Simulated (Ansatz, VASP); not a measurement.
## One calculation of Nb, two programs

```xyz
1
Lattice="-1.6238 1.6238 1.6238 1.6238 -1.6238 1.6238 1.6238 1.6238 -1.6238" Properties=species:S:1:pos:R:3 pbc="T T T"
Nb    0.0000    0.0000    0.0000
```

Alike in both runs: functional LDA; k mesh 18 × 18 × 18; occupations gaussian, width 0.1 eV; no spin polarisation.

Ansatz relaxed the structure, and its values are those at the end. VASP's run is a single point on that final structure, the one shown.

|  | VASP | Ansatz |
| --- | --- | --- |
| version | VASP 6.6.1 | Ansatz 0.2.0 |
| potentials or method | VASP PAW LDA potentials, release 64 (Nb_sv), cutoff 500 eV | scalar-relativistic, plane waves, PAW |
| valence electrons in the cell | 13 | 13 |

VASP gave:

| Property | Result |
| --- | --- |
| gap on the k mesh at the Fermi level (eV) | none |
| pressure (GPa) | -0.2 |

Which values does Ansatz return?

gap on the k mesh at the Fermi level (eV): none; pressure (GPa): 0.0.

Ansatz warns that its potentials were made for another functional, while VASP's fit it. LDA's correlation is that of Perdew and Zunger in VASP and of Perdew and Wang (1992) in Ansatz. A gap of «none» marks a metal or a gap that the smearing closes.
